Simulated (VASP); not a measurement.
**TiAl6Ni5: single point with PBE**

Crystal: TiAl6Ni5.

```xyz
12
Lattice="4.0812 0.0000 0.0000 0.0000 4.0812 0.0000 0.0000 0.0000 9.2516" Properties=species:S:1:pos:R:3 pbc="T T T"
Ti    2.0406    2.0406    4.6258
Al    0.0000    2.0406    0.0000
Al    2.0406    0.0000    0.0000
Al    0.0000    2.0406    2.9023
Al    2.0406    0.0000    2.9023
Al    0.0000    2.0406    6.3493
Al    2.0406    0.0000    6.3493
Ni    2.0406    2.0406    1.4856
Ni    0.0000    0.0000    1.4158
Ni    0.0000    0.0000    4.6258
Ni    2.0406    2.0406    7.7661
Ni    0.0000    0.0000    7.8359
```

```json
{
  "Program": "VASP 6.6.1",
  "Task": "single point",
  "Functional": "PBE",
  "Potentials or basis": "VASP PAW PBE potentials, release 64 (Ti_sv, Al, Ni)",
  "Cutoff": "520 eV",
  "k mesh": "10 × 10 × 4",
  "Occupations": "gaussian, width 0.1 eV",
  "Spin": "no spin polarisation"
}
```

```yaml
Pressure: 0.0 GPa
Largest_force: 0.007 eV/Å
Band_gap_on_the_k_mesh: zero (bands 40 and 41 overlap by 1.37 eV)
```

Forces in eV/Å, atoms in the order of the input:
```
Ti   0.000  0.000  0.000
Al   0.000  0.000  0.000
Al   0.000  0.000  0.000
Al   0.000  0.000  0.003
Al   0.000  0.000  0.003
Al   0.000  0.000 -0.003
Al   0.000  0.000 -0.003
Ni   0.000  0.000 -0.007
Ni   0.000  0.000 -0.002
Ni   0.000  0.000  0.000
Ni   0.000  0.000  0.007
Ni   0.000  0.000  0.002
```

Levels at points of the mesh, in eV from the Fermi level:
```csv
k point,band 35,band 36,band 37,band 38,band 39,band 40,band 41,band 42,band 43,band 44
"(0.00, 0.00, 0.00)",-1.01,-0.50,-0.42,-0.42,0.07,0.73,1.19,1.19,1.28,1.28
"(0.50, 0.00, 0.00)",-1.66,-1.30,-0.78,-0.69,-0.28,0.49,0.65,1.06,1.20,1.60
"(0.50, 0.50, 0.00)",-1.65,-1.63,-1.63,-0.83,-0.82,-0.80,-0.64,-0.09,-0.09,0.91
"(0.00, 0.00, 0.50)",-1.00,-0.69,-0.69,-0.03,0.08,0.46,0.46,1.04,1.53,1.74
"(0.50, 0.00, 0.50)",-1.67,-1.13,-0.80,-0.60,-0.39,0.24,0.28,1.18,1.42,1.97
"(0.50, 0.50, 0.50)",-1.65,-1.62,-1.62,-1.03,-0.88,-0.76,-0.63,-0.16,-0.16,0.24
```

Run time: 7 min on 1 thread of Intel(R) Xeon(R) 6975P-C (Granite Rapids) (shared host), peak memory 0.53 GiB.

Spin polarisation is off, so any magnetic state and its effect on volume and gap are missing.
